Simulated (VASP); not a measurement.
# Hf (P6/mmm) in VASP: a series of runs

The runs below take Hf through single point, with LDA.

Program: VASP 6.6.1. These are calculated values, not measurements. Logs are shortened: lines on timing, memory, paths and dates and some standing lists are left out, and cuts for length are marked.

## 1. The cell of the first run

It takes space group P6/mmm (No. 191, hexagonal). Conventional cell: a = 4.742 Å, b = 4.742 Å, c = 2.957 Å, α = 90.00°, β = 90.00°, γ = 120.00°. Within 3.9 Å of Hf (site symmetry 6/mmm) lie 14 Hf at 2.96 to 3.11 Å. Hf (site symmetry -6m2) has 11 Hf at 2.74 to 3.11 Å within 3.6 Å.

## 2. Single point, LDA

Input file INCAR:

```
SYSTEM = Hf
PREC = Accurate
ENCUT = 520
EDIFF = 1E-6
ISMEAR = -1
SIGMA = 0.1
LREAL = .False.
LASPH = .True.
NELM = 100
ALGO = Normal
ISIF = 2
LWAVE = .False.
LCHARG = .True.
GGA = CA
LELF = .True.
LVHAR = .True.
NBANDS = 22
```

Input file KPOINTS:

```
regular mesh
0
Gamma
  8 8 11
  0 0 0
```

Input file POSCAR:

```
Hf
1.0
    4.7420535564      0.0000000000      0.0000000000
   -2.3710267782      4.1067388460      0.0000000000
    0.0000000000      0.0000000000      2.9570429090
Hf
3
Direct
    0.0000000000      0.0000000000      0.0000000000
    0.3333333333      0.6666666667      0.5000000000
    0.6666666667      0.3333333333      0.5000000000
```

Potentials or basis: VASP PAW LDA potentials, release 64 (Hf_pv).

Run with:

```bash
$ cat potpaw_LDA.64/Hf_pv/POTCAR > POTCAR
$ mpirun -np 1 vasp_std > vasp.out
```

OUTCAR:

```text
SYSTEM = Hf
   PREC = Accurate
   ENCUT = 520
   EDIFF = 1E-6
   ISMEAR = -1
   LREAL = .False.
   LASPH = .True.
   NELM = 100
   ISIF = 2
   GGA = CA

 ion  position               nearest neighbor table
   1  0.000  0.000  0.000-   2 3.11   3 3.11   2 3.11   3 3.11   3 3.11   3 3.11   2 3.11   2 3.11
                             3 3.11   3 3.11   2 3.11   2 3.11
   2  0.333  0.667  0.500-   3 2.74   3 2.74   3 2.74   1 3.11   1 3.11   1 3.11   1 3.11   1 3.11
                             1 3.11
   3  0.667  0.333  0.500-   2 2.74   2 2.74   2 2.74   1 3.11   1 3.11   1 3.11   1 3.11   1 3.11
                             1 3.11

  LATTYP: Found a hexagonal cell.
 ALAT       =     4.7420535564
 C/A-ratio  =     0.6235785560

  Lattice vectors:

 A1 = (   4.7420535564,   0.0000000000,   0.0000000000)
 A2 = (  -2.3710267782,   4.1067388460,   0.0000000000)
 A3 = (   0.0000000000,   0.0000000000,   2.9570429090)

Analysis of symmetry for initial positions (statically):
[... 6 lines left out ...]

 Subroutine GETGRP returns: Found 24 space group operations
 (whereof 24 operations were pure point group operations)
 out of a pool of 24 trial point group operations.

The static configuration has the point symmetry D_6h.

Analysis of symmetry for dynamics (positions and initial velocities):
[... 6 lines left out ...]

 Subroutine GETGRP returns: Found 24 space group operations
 (whereof 24 operations were pure point group operations)
 out of a pool of 24 trial point group operations.

The dynamic configuration has the point symmetry D_6h.

 Subroutine INISYM returns: Found 24 space group operations
 (whereof 24 operations are pure point group operations),
 and found     1 'primitive' translations

----------------------------------------------------------------------------------------

                                     Primitive cell

  volume of cell :      57.5866

  direct lattice vectors                    reciprocal lattice vectors
     4.742053556  0.000000000  0.000000000     0.210879103  0.121751107  0.000000000
    -2.371026778  4.106738846  0.000000000     0.000000000  0.243502214  0.000000000
     0.000000000  0.000000000  2.957042909     0.000000000  0.000000000  0.338175681

  length of vectors
     4.742053556  4.742053556  2.957042909     0.243502214  0.243502214  0.338175681

  position of ions in fractional coordinates (direct lattice)
     0.000000000  0.000000000  0.000000000
     0.333333333  0.666666667  0.500000000
     0.666666667  0.333333333  0.500000000

  ion indices of the primitive-cell ions
   primitive index   ion index
                 1           1
                 2           2
                 3           3

----------------------------------------------------------------------------------------

 KPOINTS: regular mesh

Automatic generation of k-mesh.
 Grid dimensions read from file:
 generate k-points for:    8    8   11

 Generating k-lattice:

  Cartesian coordinates                     Fractional coordinates (reciprocal lattice)
     0.026359888  0.015218888  0.000000000     0.125000000  0.000000000  0.000000000
     0.000000000  0.030437777  0.000000000     0.000000000  0.125000000  0.000000000
     0.000000000  0.000000000  0.030743244     0.000000000  0.000000000  0.090909091

  Length of vectors
     0.030437777  0.030437777  0.030743244

  Shift w.r.t. Gamma in fractional coordinates (k-lattice)
     0.000000000  0.000000000  0.000000000

 Subroutine IBZKPT returns following result:
 ===========================================

 Found     60 irreducible k-points:

 Following reciprocal coordinates:
            Coordinates               Weight
  0.000000  0.000000  0.000000      1.000000
  0.125000 -0.000000  0.000000      6.000000
  0.250000 -0.000000  0.000000      6.000000
  0.375000 -0.000000  0.000000      6.000000
  0.500000 -0.000000  0.000000      3.000000
  0.125000  0.125000  0.000000      6.000000
[... 16 lines left out ...]
  0.250000 -0.000000  0.181818     12.000000
  0.375000 -0.000000  0.181818     12.000000
 [... further k-points ...]
   k-points           NKPTS =     60   k-points in BZ     NKDIM =     60   number of bands    NBANDS=     22
   number of dos      NEDOS =    301   number of ions     NIONS =      3
   total plane-waves  NPLWV =  31104
   dimension x,y,z NGX =    36 NGY =   36 NGZ =   24
   dimension x,y,z NGXF=    72 NGYF=   72 NGZF=   48
   ions per type =               3
   NGX,Y,Z   is equivalent  to a cutoff of  12.62, 12.62, 13.49 a.u.
   NGXF,Y,Z  is equivalent  to a cutoff of  25.24, 25.24, 26.99 a.u.
 SYSTEM =  Hf
   PREC   = accura    normal or accurate (medium, high low for compatibility)
   ISTART =      0    job   : 0-new  1-cont  2-samecut
   ICHARG =      2    charge: 1-file 2-atom 10-const
   ISPIN  =      1    spin polarized calculation?
   LNONCOLLINEAR =      F non collinear calculations
   LSORBIT =      F    spin-orbit coupling
   LASPH  =      T    aspherical Exc in radial PAW
   ENCUT  =  520.0 eV  38.22 Ry    6.18 a.u.   8.82  8.82  5.50*2*pi/ulx,y,z
   NELM   =    100;   NELMIN=  2; NELMDL= -5     # of ELM steps
   EDIFF  = 0.1E-05   stopping-criterion for ELM
   LREAL  =      F    real-space projection
   EDIFFG = 0.1E-04   stopping-criterion for IOM
   NSW    =      0    number of steps for IOM
   IBRION =     -1    ionic relax: 0-MD 1-quasi-New 2-CG
   NFREE  =      0    steps in history (QN), initial steepest desc. (CG)
   ISIF   =      2    stress and relaxation
   ISYM   =      2    0-nonsym 1-usesym 2-fastsym
   POTIM  = 0.5000    time-step for ionic-motion
   TEBEG  =    0.0;   TEEND  =   0.0 temperature during run
   PSTRESS=    0.0 pullay stress
   NELECT =      30.0000    total number of electrons
   NUPDOWN=      -1.0000    fix difference up-down
   EMIN   =  10.00;   EMAX   =-10.00  energy-range for DOS
   EFERMI =   0.00;   METHOD = LEGACY
   ISMEAR =    -1;   SIGMA  =   0.10  broadening in eV -4-tet -1-fermi 0-gaus
   EFERMI_NEDOS =   21; number of points for ismear=-14 and -15
   IALGO  =     38    algorithm
   IMIX   =      4    mixing-type and parameters
     AMIX     =   0.40;   BMIX     =  1.00
     AMIX_MAG =   1.60;   BMIX_MAG =  1.00
  volume/ion in A,a.u.               =      19.20       129.54
  Fermi-wavevector in a.u.,A,eV,Ry     =   1.317270  2.489280 23.608839  1.735201
  Thomas-Fermi vector in A             =   2.447323
   LORBIT       =      0    0 simple, 1 ext, 2 COOP (PROOUT), +10 PAW based schemes
   GGA     = CA    functional components
   LHFCALC =     F    Hartree Fock is set to
   AEXX    =    0.0000 exact exchange contribution
   IVDW    =     0    specifies the selected vdW correction
   LEPSILON=     F    determine dielectric tensor
   LRPA    =     F    only Hartree local field effects (RPA)
 non-spin polarized calculation
  energy-cutoff  :      520.00
  volume of cell :       57.59
 maximum number of plane-waves:      1572
 NGX is ok and might be reduce to    36
   NGX = 17   NGY = 17   NGZ = 11

 number of electron      30.0000000 magnetization

 Free energy of the ion-electron system (eV)
  ---------------------------------------------------
  ext. energy  EPLUGINS =         0.00000000
  ---------------------------------------------------
  free energy    TOTEN  =       -31.92195674 eV

  energy without entropy =      -31.84372433  energy(sigma->0) =      -31.88284053

 E-fermi :   5.7064     XC(G=0): -12.1834

 val. band max:        5.6717150044   @ k =   0.3750   0.1250   0.0909
 cond. band min:       5.7220908980   @ k =   0.2500   0.2500   0.2727
 fundamental gap:      0.0503758936
 Fermi energy:         5.7063848200

 k-point     1 :       0.0000    0.0000    0.0000
  band No.  band energies     occupation
      1     -24.7154      2.00000
      2     -24.7154      2.00000
      3     -24.6003      2.00000
      4     -24.6003      2.00000
      5     -24.0203      2.00000
      6     -23.6849      2.00000
[... 14 lines left out ...]
     21       8.8116      0.00000
     22       8.8178      0.00000

 k-point     2 :       0.1250   -0.0000    0.0000
  band No.  band energies     occupation
      1     -24.8336      2.00000
      2     -24.7952      2.00000
      3     -24.4736      2.00000
      4     -24.4552      2.00000
      5     -24.0071      2.00000
      6     -23.6904      2.00000
[... 14 lines left out ...]
     21       8.2542      0.00000
     22       9.5793      0.00000

 k-point     3 :       0.2500   -0.0000    0.0000
  band No.  band energies     occupation
      1     -24.9652      2.00000
      2     -24.8104      2.00000
      3     -24.3198      2.00000
      4     -24.2838      2.00000
      5     -23.9719      2.00000
      6     -23.7569      2.00000
[... 14 lines left out ...]
     21       8.8177      0.00000
     22      10.4332      0.00000

 k-point     4 :       0.3750   -0.0000    0.0000
  band No.  band energies     occupation
      1     -25.0526      2.00000
      2     -24.7093      2.00000
      3     -24.2963      2.00000
      4     -24.2074      2.00000
      5     -23.9291      2.00000
      6     -23.8578      2.00000
[... 14 lines left out ...]
     21       9.7776      0.00000
     22      10.0160      0.00000

 k-point     5 :       0.5000   -0.0000    0.0000
  band No.  band energies     occupation
      1     -25.0831      2.00000
      2     -24.5372      2.00000
      3     -24.4809      2.00000
      4     -24.1655      2.00000
      5     -23.9073      2.00000
      6     -23.8497      2.00000
[... 417 lines left out ...]
 k-point    22 :       0.1250   -0.0000    0.1818
  band No.  band energies     occupation
      1     -24.7731      2.00000
      2     -24.7388      2.00000
      3     -24.4416      2.00000
      4     -24.4381      2.00000
      5     -24.2296      2.00000
      6     -23.9871      2.00000
[... 14 lines left out ...]
     21       8.2154      0.00000
     22      10.1672      0.00000

 k-point    23 :       0.2500   -0.0000    0.1818
  band No.  band energies     occupation
      1     -24.8881      2.00000
      2     -24.7591      2.00000
      3     -24.3245      2.00000
      4     -24.3178      2.00000
      5     -24.2036      2.00000
      6     -23.9758      2.00000
[... 14 lines left out ...]
     21       8.5622      0.00000
     22      10.6946      0.00000

 k-point    24 :       0.3750   -0.0000    0.1818
  band No.  band energies     occupation
      1     -24.9665      2.00000
      2     -24.6893      2.00000
      3     -24.3814      2.00000
      4     -24.2303      2.00000
      5     -24.1375      2.00000
      6     -23.9159      2.00000
[... 14 lines left out ...]
     21       9.3204      0.00000
     22       9.9825      0.00000

 [... further k-points ...]
[... 5 lines left out ...]
  --------------------------------------------------------------------------------------
  -------------------------------------------------------------------------------------
  Total        3.6200940      3.6200940      3.7118859      0.0000000      0.0000000      0.0000000
  in kB      100.7185032    100.7185032    103.2723445      0.0000000      0.0000000      0.0000000
  external PRESSURE =     101.5697836 kB  Pullay stress =       0.0000000 kB

 VOLUME and BASIS-vectors are now :
 -----------------------------------------------------------------------------
  energy-cutoff  :      520.00
  volume of cell :       57.59
      direct lattice vectors                 reciprocal lattice vectors
     4.742053556  0.000000000  0.000000000     0.210879103  0.121751107  0.000000000
    -2.371026778  4.106738846  0.000000000     0.000000000  0.243502214  0.000000000
     0.000000000  0.000000000  2.957042909     0.000000000  0.000000000  0.338175681

 POSITION                                       TOTAL-FORCE (eV/Angst)
 -----------------------------------------------------------------------------------
      0.00000      0.00000      0.00000        -0.000000      0.000000     -0.000000
     -0.00000      2.73783      1.47852         0.000000      0.000000      0.000000
      2.37103      1.36891      1.47852        -0.000000     -0.000000     -0.000000
 -----------------------------------------------------------------------------------
    total drift:                                0.000000      0.000000     -0.000000

  FREE ENERGIE OF THE ION-ELECTRON SYSTEM (eV)
  ---------------------------------------------------
  free  energy   TOTEN  =       -31.9219567430 eV

  energy  without entropy=      -31.8437243255  energy(sigma->0) =      -31.88284053
```

Run time: 2.1 min. Hardware: 1 thread of AMD EPYC 7R13, shared host; peak memory 0.16 GiB.

Results:

```
Free energy            : -31.9220 eV
Pressure               : 10.2 GPa
Band gap on the k mesh : zero (band 15 reaches 6.20 eV, above the bottom of band 16 at 5.24 eV)
```

Stress tensor (GPa, compression positive):
```
10.07  0.00  0.00
 0.00 10.07  0.00
 0.00  0.00 10.33
```

Caveat: spin-orbit coupling is left out, which moves the levels of the heavy elements.

## 3. Single point, LDA

Input file INCAR:

```
  PREC = Accurate
  ENCUT = 520
  EDIFF = 1E-6
  ISMEAR = -1
  SIGMA = 0.1
  LREAL = False
  LASPH = True
  NELM = 100
  ALGO = Normal
  ISIF = 2
  LWAVE = False
  LCHARG = False
  NBANDS = 22
```

Input file KPOINTS:

```
Automatic mesh
0
Gamma
  8 8 11
```

Input file POSCAR:

```
Hf
1.0
    4.7427177533      0.0000000000      0.0000000000
   -2.3713588767      4.1073140574      0.0000000000
    0.0000000000      0.0000000000      2.9572652884
Hf
3
Direct
    0.0000000000      0.0000000000      0.0000000000
    0.3333333333      0.6666666667      0.5000000000
    0.6666666667      0.3333333333      0.5000000000
```

Potentials or basis: VASP PAW LDA potentials, release 64 (Hf_pv).

Run with:

```bash
$ cat potpaw_LDA.64/Hf_pv/POTCAR > POTCAR
$ mpirun -np 1 vasp_std > vasp.out
```

Run time: 1.9 min. Hardware: 1 thread of AMD EPYC 7R13, shared host; peak memory 0.16 GiB.

Results (log left out):

| Quantity | Value |
| --- | --- |
| Free energy | -31.9232 eV |
| Pressure | 10.1 GPa |
| Band gap on the k mesh | zero (band 15 reaches 6.20 eV, above the bottom of band 16 at 5.23 eV) |

Stress tensor (GPa, compression positive):
```
10.01  0.00  0.00
 0.00 10.01  0.00
 0.00  0.00 10.28
```

Levels at points of the mesh, in eV from the Fermi level:
```
           k point  band 12  band 13  band 14  band 15  band 16  band 17  band 18  band 19
(0.00, 0.00, 0.00)    -0.62    -0.53    -0.53    -0.47    -0.47     1.16     2.28     2.28
(0.50, 0.00, 0.00)    -3.97    -0.69    -0.67    -0.52     0.07     0.94     1.55     1.90
```

Caveat: spin-orbit coupling is left out, which moves the levels of the heavy elements.
